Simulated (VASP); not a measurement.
PtSe2: single point with PBE

PtSe2:

```
CELL_PARAMETERS angstrom
3.72865 0.00000 0.00000
-1.86433 3.22911 0.00000
0.00000 0.00000 5.43547
ATOMIC_POSITIONS crystal
Pt 0.00000 0.00000 0.00000
Se 0.33333 0.66667 0.23962
Se 0.66667 0.33333 0.76038
```

This cell differs from its parent crystal: uniaxial z strain +3.0%.

| Quantity | Value |
| --- | --- |
| Program | VASP 6.6.1 |
| Task | single point |
| Functional | PBE |
| Potentials or basis | VASP PAW PBE potentials, release 64 (Pt, Se) |
| Cutoff | 500 eV |
| k mesh | 12 × 12 × 6 |
| Occupations | fermi-dirac, width 0.02 eV |
| Spin | no spin polarisation |
| Dipole correction | no |
| Further INCAR settings | ALGO = Normal; EDIFF = 1e-06; NBANDS = 18 |

```
Pressure               : 3.0 GPa
Largest force          : 0.148 eV/Å
Band gap on the k mesh : zero (filled and empty bands touch)
```

Forces in eV/Å, atoms in the order of the input:
```
Pt   0.000  0.000  0.000
Se   0.000  0.000  0.148
Se   0.000  0.000 -0.148
```

Stress tensor (GPa, compression positive):
```
3.48 0.00 0.00
0.00 3.48 0.00
0.00 0.00 2.06
```

Levels at points of the mesh, in eV from the Fermi level:
| k point | band 9 | band 10 | band 11 | band 12 | band 13 | band 14 |
| --- | --- | --- | --- | --- | --- | --- |
| (0.00, 0.00, 0.00) | -0.98 | -0.98 | 0.02 | 1.66 | 1.66 | 3.97 |
| (0.50, 0.00, 0.00) | -3.28 | -3.13 | -2.90 | 0.82 | 2.10 | 4.51 |
| (0.00, 0.00, 0.50) | -1.81 | -1.23 | -1.23 | 2.16 | 2.16 | 4.74 |
| (0.50, 0.00, 0.50) | -3.07 | -2.72 | -1.60 | 1.23 | 1.51 | 4.10 |

Run time: 2.3 min on 1 thread of Intel Xeon 8259CL (shared host), peak memory 0.26 GiB.

Caveat: the cell differs from its parent crystal (uniaxial z strain +3.0%); the cell stands under pressure; spin-orbit coupling is left out, which moves the levels of the heavy elements.
